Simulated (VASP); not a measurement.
# Sb2Pt (P-3m1) in VASP: a series of runs

Sb2Pt is run at these levels: PBE; tasks: relaxation of shape and atoms at fixed volume.

Program: VASP 6.6.1. These are calculated values, not measurements. Logs are shortened: lines on timing, memory, paths and dates and some standing lists are left out, and cuts for length are marked.

### Step 1. The cell of the first run

Symmetry: P-3m1, No. 164, trigonal system. Conventional cell: a = 4.087 Å, b = 4.087 Å, c = 5.261 Å, α = 90.00°, β = 90.00°, γ = 120.00°. Pt (site symmetry -3m) has 6 Sb at 2.72 Å within 3.6 Å. Sb (site symmetry 3m) has 3 Pt at 2.72 Å and 6 Sb at 3.47 to 3.60 Å within 3.6 Å.

### Step 2. Relaxation of shape and atoms at fixed volume, PBE (25.36 Å³/atom)

Contents of INCAR:

```
SYSTEM = Sb2Pt
  ALGO = Normal
  EDIFF = 1E-7
  EDIFFG = -0.01
  ENCUT = 600
  GGA = PE
  IBRION = 2
  ISIF = 4
  ISMEAR = 0
  LASPH = .True.
  LCHARG = .False.
  LREAL = .False.
  LWAVE = .False.
  NELM = 80
  NSW = 60
  PREC = Accurate
  SIGMA = 0.05
```

Contents of KPOINTS:

```
k-points
0
Gamma
  10 10 6
  0 0 0
```

Contents of POSCAR:

```
Sb2Pt
1.0
    4.0868753679      0.0000000000      0.0000000000
   -2.0434376839      3.5393378907      0.0000000000
    0.0000000000      0.0000000000      5.2605155287
Pt Sb
1 2
Direct
    0.0000000000      0.0000000000      0.0000000000
    0.3333333333      0.6666666667      0.2584105895
    0.6666666667      0.3333333333      0.7415894105
```

Potentials or basis: VASP PAW PBE potentials, release 64 (Pt, Sb).

Command:

```bash
$ cat potpaw_PBE.64/Pt/POTCAR potpaw_PBE.64/Sb/POTCAR > POTCAR
$ mpirun -np 1 vasp_std > vasp.out
```

OUTCAR:

```text
SYSTEM = Sb2Pt
   EDIFF = 1E-7
   EDIFFG = -0.01
   ENCUT = 600
   GGA = PE
   IBRION = 2
   ISIF = 4
   ISMEAR = 0
   LASPH = .True.
   LREAL = .False.
   NELM = 80
   NSW = 60
   PREC = Accurate

 ion  position               nearest neighbor table
   1  0.000  0.000  0.000-   2 2.72   3 2.72   2 2.72   3 2.72   3 2.72   2 2.72
   2  0.333  0.667  0.258-   1 2.72   1 2.72   1 2.72   3 3.47   3 3.47   3 3.47   3 3.60   3 3.60
                             3 3.60
   3  0.667  0.333  0.742-   1 2.72   1 2.72   1 2.72   2 3.47   2 3.47   2 3.47   2 3.60   2 3.60
                             2 3.60

  LATTYP: Found a hexagonal cell.
 ALAT       =     4.0868753679
 C/A-ratio  =     1.2871729757

  Lattice vectors:

 A1 = (   4.0868753679,   0.0000000000,   0.0000000000)
 A2 = (  -2.0434376839,   3.5393378907,   0.0000000000)
 A3 = (   0.0000000000,   0.0000000000,   5.2605155287)

Analysis of symmetry for initial positions (statically):
=====================================================================
 Subroutine PRICEL returns:
 Original cell was already a primitive cell.

 Routine SETGRP: Setting up the symmetry group for a
 hexagonal supercell.

 Subroutine GETGRP returns: Found 12 space group operations
 (whereof 12 operations were pure point group operations)
 out of a pool of 24 trial point group operations.

The static configuration has the point symmetry D_3d.

Analysis of symmetry for dynamics (positions and initial velocities):
=====================================================================
 Subroutine PRICEL returns:
 Original cell was already a primitive cell.

 Routine SETGRP: Setting up the symmetry group for a
 hexagonal supercell.

 Subroutine GETGRP returns: Found 12 space group operations
 (whereof 12 operations were pure point group operations)
 out of a pool of 24 trial point group operations.

The dynamic configuration has the point symmetry D_3d.

 Subroutine INISYM returns: Found 12 space group operations
 (whereof 12 operations are pure point group operations),
 and found     1 'primitive' translations

----------------------------------------------------------------------------------------

                                     Primitive cell

  volume of cell :      76.0925

  direct lattice vectors                    reciprocal lattice vectors
     4.086875368  0.000000000  0.000000000     0.244685710  0.141269360  0.000000000
    -2.043437684  3.539337891  0.000000000     0.000000000  0.282538721  0.000000000
     0.000000000  0.000000000  5.260515529     0.000000000  0.000000000  0.190095437

  length of vectors
     4.086875368  4.086875368  5.260515529     0.282538721  0.282538721  0.190095437

  position of ions in fractional coordinates (direct lattice)
     0.000000000  0.000000000  0.000000000
     0.333333333  0.666666667  0.258410590
     0.666666667  0.333333333  0.741589410

  ion indices of the primitive-cell ions
   primitive index   ion index
                 1           1
                 2           2
                 3           3

----------------------------------------------------------------------------------------

 KPOINTS: k-points

Automatic generation of k-mesh.
 Grid dimensions read from file:
 generate k-points for:   10   10    6

 Generating k-lattice:

  Cartesian coordinates                     Fractional coordinates (reciprocal lattice)
     0.024468571  0.014126936  0.000000000     0.100000000  0.000000000  0.000000000
     0.000000000  0.028253872  0.000000000     0.000000000  0.100000000  0.000000000
     0.000000000  0.000000000  0.031682573     0.000000000  0.000000000  0.166666667

  Length of vectors
     0.028253872  0.028253872  0.031682573

  Shift w.r.t. Gamma in fractional coordinates (k-lattice)
     0.000000000  0.000000000  0.000000000

 Subroutine IBZKPT returns following result:
 ===========================================

 Found     72 irreducible k-points:

 Following reciprocal coordinates:
            Coordinates               Weight
  0.000000  0.000000  0.000000      1.000000
  0.100000 -0.000000  0.000000      6.000000
  0.200000 -0.000000  0.000000      6.000000
  0.300000 -0.000000  0.000000      6.000000
  0.400000 -0.000000  0.000000      6.000000
  0.500000  0.000000  0.000000      3.000000
[... 16 lines left out ...]
  0.000000  0.400000  0.166667      6.000000
  0.500000  0.000000  0.166667      6.000000
 [... further k-points ...]
   k-points           NKPTS =     72   k-points in BZ     NKDIM =     72   number of bands    NBANDS=     14
   number of dos      NEDOS =    301   number of ions     NIONS =      3
   total plane-waves  NPLWV =  54432
   dimension x,y,z NGX =    36 NGY =   36 NGZ =   42
   dimension x,y,z NGXF=    72 NGYF=   72 NGZF=   84
   ions per type =               1   2
   NGX,Y,Z   is equivalent  to a cutoff of  14.64, 14.64, 13.27 a.u.
   NGXF,Y,Z  is equivalent  to a cutoff of  29.29, 29.29, 26.55 a.u.
 SYSTEM =  Sb2Pt
   PREC   = accura    normal or accurate (medium, high low for compatibility)
   ISTART =      0    job   : 0-new  1-cont  2-samecut
   ICHARG =      2    charge: 1-file 2-atom 10-const
   ISPIN  =      1    spin polarized calculation?
   LNONCOLLINEAR =      F non collinear calculations
   LSORBIT =      F    spin-orbit coupling
   LASPH  =      T    aspherical Exc in radial PAW
   ENCUT  =  600.0 eV  44.10 Ry    6.64 a.u.   8.16  8.16 10.51*2*pi/ulx,y,z
   NELM   =     80;   NELMIN=  2; NELMDL= -5     # of ELM steps
   EDIFF  = 0.1E-06   stopping-criterion for ELM
   LREAL  =      F    real-space projection
   EDIFFG = -.1E-01   stopping-criterion for IOM
   NSW    =     60    number of steps for IOM
   IBRION =      2    ionic relax: 0-MD 1-quasi-New 2-CG
   NFREE  =      1    steps in history (QN), initial steepest desc. (CG)
   ISIF   =      4    stress and relaxation
   ISYM   =      2    0-nonsym 1-usesym 2-fastsym
   POTIM  = 0.5000    time-step for ionic-motion
   TEBEG  =    0.0;   TEEND  =   0.0 temperature during run
   PSTRESS=    0.0 pullay stress
   NELECT =      20.0000    total number of electrons
   NUPDOWN=      -1.0000    fix difference up-down
   EMIN   =  10.00;   EMAX   =-10.00  energy-range for DOS
   EFERMI =   0.00;   METHOD = LEGACY
   ISMEAR =     0;   SIGMA  =   0.05  broadening in eV -4-tet -1-fermi 0-gaus
   EFERMI_NEDOS =   21; number of points for ismear=-14 and -15
   IALGO  =     38    algorithm
   IMIX   =      4    mixing-type and parameters
     AMIX     =   0.40;   BMIX     =  1.00
     AMIX_MAG =   1.60;   BMIX_MAG =  1.00
  volume/ion in A,a.u.               =      25.36       171.17
  Fermi-wavevector in a.u.,A,eV,Ry     =   1.048667  1.981693 14.962360  1.099702
  Thomas-Fermi vector in A             =   2.183598
   LORBIT       =      0    0 simple, 1 ext, 2 COOP (PROOUT), +10 PAW based schemes
   GGA     = PE    functional components
   LHFCALC =     F    Hartree Fock is set to
   AEXX    =    0.0000 exact exchange contribution
   IVDW    =     0    specifies the selected vdW correction
   LEPSILON=     F    determine dielectric tensor
   LRPA    =     F    only Hartree local field effects (RPA)
 conjugate gradient relaxation of ions
 non-spin polarized calculation
 Gauss-broadening in eV      SIGMA  =   0.05
  energy-cutoff  :      600.00
  volume of cell :       76.09
 maximum number of plane-waves:      2554
 NGX is ok and might be reduce to    36
   NGX = 17   NGY = 17   NGZ = 21

--------------------------------------- Ionic step        1  -------------------------------------------

 number of electron      20.0000002 magnetization

 Free energy of the ion-electron system (eV)
  ---------------------------------------------------
  ext. energy  EPLUGINS =         0.00000000
  ---------------------------------------------------
  free energy    TOTEN  =       -15.36741916 eV

  energy without entropy =      -15.36572123  energy(sigma->0) =      -15.36657019

------------------------ aborting loop because EDIFF is reached ----------------------------------------

  FORCE on cell =-STRESS in cart. coord.  units (eV):
  Direction    XX          YY          ZZ          XY          YZ          ZX
  --------------------------------------------------------------------------------------
  -------------------------------------------------------------------------------------
  Total       -1.0666541     -1.0666541     -0.8068357     -0.0000000     -0.0000000     -0.0000000
  in kB      -22.4591053    -22.4591053    -16.9884590     -0.0000000     -0.0000000     -0.0000000
  external PRESSURE =     -20.6355565 kB  Pullay stress =       0.0000000 kB

 VOLUME and BASIS-vectors are now :
 -----------------------------------------------------------------------------
  energy-cutoff  :      600.00
  volume of cell :       76.09
      direct lattice vectors                 reciprocal lattice vectors
     4.086875368  0.000000000  0.000000000     0.244685710  0.141269360  0.000000000
    -2.043437684  3.539337891  0.000000000     0.000000000  0.282538721  0.000000000
     0.000000000  0.000000000  5.260515529     0.000000000  0.000000000  0.190095437
[... 75 lines left out ...]
 POSITION                                       TOTAL-FORCE (eV/Angst)
 -----------------------------------------------------------------------------------
      0.00000     -0.00000      0.00000         0.000000      0.000000      0.000000
     -0.00000      2.35255      1.34828        -0.000000      0.000000     -0.015632
      2.03737      1.17628      3.94360         0.000000     -0.000000      0.015632
 -----------------------------------------------------------------------------------
    total drift:                                0.000000      0.000000      0.000000

  FREE ENERGIE OF THE ION-ELECTRON SYSTEM (eV)
  ---------------------------------------------------
  free  energy   TOTEN  =       -15.3719673432 eV

  energy  without entropy=      -15.3699102831  energy(sigma->0) =      -15.37093881

--------------------------------------- Ionic step        4  -------------------------------------------

 number of electron      20.0000001 magnetization

 Free energy of the ion-electron system (eV)
  ---------------------------------------------------
  ext. energy  EPLUGINS =         0.00000000
  ---------------------------------------------------
  free energy    TOTEN  =       -15.37197987 eV

  energy without entropy =      -15.36991444  energy(sigma->0) =      -15.37094716

 E-fermi :   7.5354     XC(G=0): -10.3021

 val. band max:        7.5330442836   @ k =   0.1000   0.1000   0.3333
 cond. band min:       7.5401662635   @ k =   0.1000  -0.0000   0.5000
 fundamental gap:      0.0071219798
 Fermi energy:         7.5353979579

 k-point     1 :       0.0000    0.0000    0.0000
  band No.  band energies     occupation
      1      -4.3235      2.00000
      2      -0.2687      2.00000
      3       2.1035      2.00000
      4       2.8856      2.00000
      5       2.8856      2.00000
      6       4.4550      2.00000
      7       4.4550      2.00000
      8       5.7220      2.00000
      9       9.0059      0.00000
     10       9.0059      0.00000
     11      10.1863      0.00000
     12      10.1863      0.00000
     13      11.1137      0.00000
     14      11.4997      0.00000

 k-point     2 :       0.1000   -0.0000    0.0000
  band No.  band energies     occupation
      1      -4.2034      2.00000
      2      -0.3616      2.00000
      3       2.2244      2.00000
      4       2.9445      2.00000
      5       2.9973      2.00000
      6       4.4105      2.00000
      7       4.4222      2.00000
      8       5.6441      2.00000
      9       8.0337      0.00000
     10       8.5059      0.00000
[... 362 lines left out ...]
 k-point    24 :       0.5000    0.0000    0.1667
  band No.  band energies     occupation
      1      -2.0274      2.00000
      2      -1.6924      2.00000
      3       2.0094      2.00000
      4       3.4014      2.00000
      5       3.5504      2.00000
      6       4.6900      2.00000
      7       4.7696      2.00000
      8       4.9822      2.00000
      9       5.2934      2.00000
     10       6.0008      2.00000
     11       6.8952      2.00000
     12       9.7054      0.00000
     13      11.1430      0.00000
     14      12.2610      0.00000

 [... further k-points ...]
[... 5 lines left out ...]
  --------------------------------------------------------------------------------------
  -------------------------------------------------------------------------------------
  Total       -0.5513979     -0.5513979     -0.5935115     -0.0000000      0.0000000      0.0000000
  in kB      -11.6100474    -11.6100474    -12.4967765     -0.0000000      0.0000000      0.0000000
  external PRESSURE =     -11.9056238 kB  Pullay stress =       0.0000000 kB

 VOLUME and BASIS-vectors are now :
 -----------------------------------------------------------------------------
  energy-cutoff  :      600.00
  volume of cell :       76.09
      direct lattice vectors                 reciprocal lattice vectors
     4.074111634 -0.000000000 -0.000000000     0.245452283  0.141711941  0.000000000
    -2.037055817  3.528284173  0.000000000     0.000000000  0.283423883  0.000000000
     0.000000000 -0.000000000  5.293528369     0.000000000  0.000000000  0.188909916

 POSITION                                       TOTAL-FORCE (eV/Angst)
 -----------------------------------------------------------------------------------
      0.00000     -0.00000      0.00000        -0.000000      0.000000      0.000000
     -0.00000      2.35219      1.34770        -0.000000      0.000000     -0.006717
      2.03706      1.17609      3.94582         0.000000     -0.000000      0.006717
 -----------------------------------------------------------------------------------
    total drift:                                0.000000     -0.000000      0.000000

  FREE ENERGIE OF THE ION-ELECTRON SYSTEM (eV)
  ---------------------------------------------------
  free  energy   TOTEN  =       -15.3719798693 eV

  energy  without entropy=      -15.3699144424  energy(sigma->0) =      -15.37094716

 reached required accuracy - stopping structural energy minimisation
```

It took 2.8 min on 1 thread of Intel Xeon Platinum 8259CL at 2.50GHz (Skylake/Cascade Lake), shared host; peak memory 0.29 GiB.

Results:

* Free energy: -15.3720 eV
* Energy gained by relaxing: 1.5 meV/atom
* Ionic steps: 4
* Pressure after relaxing: -1.2 GPa
* Largest force after relaxing: 0.007 eV/Å
* Band gap on the k mesh: zero (bands 10 and 11 overlap by 3.05 eV)

Forces in eV/Å, atoms in the order of the input:
```
Pt   0.000  0.000  0.000
Sb   0.000  0.000 -0.007
Sb   0.000  0.000  0.007
```

The path:
| step | energy change (eV) | largest force (eV/Å) | pressure (GPa) | volume (Å³) |
| --- | --- | --- | --- | --- |
| 1 | 0.0000 | 0.1853 | -2.06 | 76.09 |
| 2 | -0.0031 | 0.1065 | -1.69 | 76.09 |
| 3 | -0.0045 | 0.0156 | -1.24 | 76.09 |
| 4 | -0.0046 | 0.0067 | -1.19 | 76.09 |

Final structure:
```
CELL_PARAMETERS angstrom
4.07411 0.00000 0.00000
-2.03706 3.52828 0.00000
0.00000 0.00000 5.29353
ATOMIC_POSITIONS crystal
Pt 0.00000 0.00000 0.00000
Sb 0.33333 0.66667 0.25459
Sb 0.66667 0.33333 0.74541
```

Caveat: spin-orbit coupling is left out, which moves the levels of the heavy elements.

### Step 3. Relaxation of shape and atoms at fixed volume, PBE (25.86 Å³/atom)

This run uses another cell than the first one, of 25.86 Å³/atom.

Contents of INCAR:

```
  ALGO = Normal
  EDIFF = 1E-6
  EDIFFG = -0.01
  ENCUT = 600
  GGA = PE
  IBRION = 2
  ISIF = 4
  ISMEAR = 0
  LASPH = True
  LCHARG = False
  LREAL = False
  LWAVE = False
  NELM = 80
  NSW = 60
  PREC = Accurate
  SIGMA = 0.05
```

Contents of KPOINTS:

```
k-points
0
Gamma
  10 10 6
```

Contents of POSCAR:

```
Sb2Pt
1.0
    4.1125020263      0.0000000000      0.0000000000
   -2.0562510131      3.5615312279      0.0000000000
    0.0000000000      0.0000000000      5.2970248725
Pt Sb
1 2
Direct
    0.0000000000      0.0000000000      0.0000000000
    0.3333333333      0.6666666667      0.2541960188
    0.6666666667      0.3333333333      0.7458039812
```

Potentials or basis: VASP PAW PBE potentials, release 64 (Pt, Sb).

Command:

```bash
$ cat potpaw_PBE.64/Pt/POTCAR potpaw_PBE.64/Sb/POTCAR > POTCAR
$ mpirun -np 1 vasp_std > vasp.out
```

It took 2.4 min on 1 thread of Intel Xeon Platinum 8259CL at 2.50GHz (Skylake/Cascade Lake), shared host; peak memory 0.3 GiB.

The run converged. Its results:

```yaml
Free_energy: -15.3574 eV
Energy_gained_by_relaxing: 1.6 meV/atom
Ionic_steps: 4
Pressure_after_relaxing: -2.0 GPa
Largest_force_after_relaxing: 0.006 eV/Å
Band_gap_on_the_k_mesh: zero (bands 10 and 11 overlap by 2.99 eV)
```

Forces in eV/Å, atoms in the order of the input:
```
Pt   0.000  0.000  0.000
Sb   0.000  0.000 -0.006
Sb   0.000  0.000  0.006
```

The path:
| step | energy change (eV) | largest force (eV/Å) | pressure (GPa) | volume (Å³) |
| --- | --- | --- | --- | --- |
| 1 | 0.0000 | 0.1818 | -2.90 | 77.58 |
| 2 | -0.0032 | 0.1090 | -2.52 | 77.58 |
| 3 | -0.0049 | 0.0136 | -2.00 | 77.58 |
| 4 | -0.0049 | 0.0059 | -1.96 | 77.58 |

Final structure:
```yaml
crystal:
  lattice:
    - [4.09750, 0.00000, 0.00000]
    - [-2.04875, 3.54854, 0.00000]
    - [0.00000, 0.00000, 5.33589]
  atoms:
    - { symbol: Pt, position: [0.00000, 0.00000, 0.00000] }
    - { symbol: Sb, position: [0.33333, 0.66667, 0.25018] }
    - { symbol: Sb, position: [0.66667, 0.33333, 0.74982] }
```

Levels at points of the mesh, in eV from the Fermi level:
| k point | band 7 | band 8 | band 9 | band 10 | band 11 | band 12 | band 13 | band 14 |
| --- | --- | --- | --- | --- | --- | --- | --- | --- |
| (0.00, 0.00, 0.00) | -3.05 | -1.76 | 1.42 | 1.42 | 2.68 | 2.68 | 3.42 | 4.02 |
| (0.50, 0.00, 0.00) | -2.75 | -2.11 | -1.72 | -1.72 | -1.57 | 1.47 | 4.32 | 4.66 |
| (0.00, 0.00, 0.50) | -3.08 | -0.23 | 0.40 | 0.87 | 0.87 | 3.85 | 3.85 | 5.08 |
| (0.50, 0.00, 0.50) | -2.84 | -2.74 | -2.30 | -0.82 | 1.05 | 2.04 | 2.84 | 5.43 |

Caveat: spin-orbit coupling is left out, which moves the levels of the heavy elements.

The gap in the log of VASP goes by the Fermi energy; the results here count the filled bands.